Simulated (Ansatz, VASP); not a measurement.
One calculation of MgCd2S3, two programs

```
CELL_PARAMETERS angstrom
3.82614 0.00000 0.00000
-1.91307 3.31353 0.00000
0.00000 0.00000 9.37890
ATOMIC_POSITIONS crystal
Mg 0.00000 0.00000 0.00000
Cd 0.33333 0.66667 0.67124
Cd 0.66667 0.33333 0.32876
S 0.00000 0.00000 0.50000
S 0.33333 0.66667 0.15576
S 0.66667 0.33333 0.84424
```

Alike in both runs: functional PBE; k mesh 12 × 12 × 4; occupations gaussian, width 0.02 eV; no spin polarisation.

Ansatz relaxed the structure, and its values are those at the end. VASP's run is a single point on that final structure, the one shown.

|  | VASP | Ansatz |
| --- | --- | --- |
| version | VASP 6.6.1 | Ansatz 0.2.0 |
| potentials or method | VASP PAW PBE potentials, release 64 (Mg, Cd, S), cutoff 520 eV | scalar-relativistic, plane waves, PAW |
| valence electrons in the cell | 44 | 68 |

Ansatz gave:

```
gap on the k mesh at the Fermi level (eV) : 0.92
least direct gap on the mesh (eV)         : 1.46
pressure (GPa)                            : 0.0
rms of the force components (eV/Å)        : 0.003
```

Q: Which values does VASP return?

A: gap on the k mesh at the Fermi level (eV): 0.91; least direct gap on the mesh (eV): 1.45; pressure (GPa): 0.2; rms of the force components (eV/Å): 0.013.

VASP's potentials hold 44 valence electrons a cell and Ansatz's 68, so a difference there can come from the potentials and not from the codes.
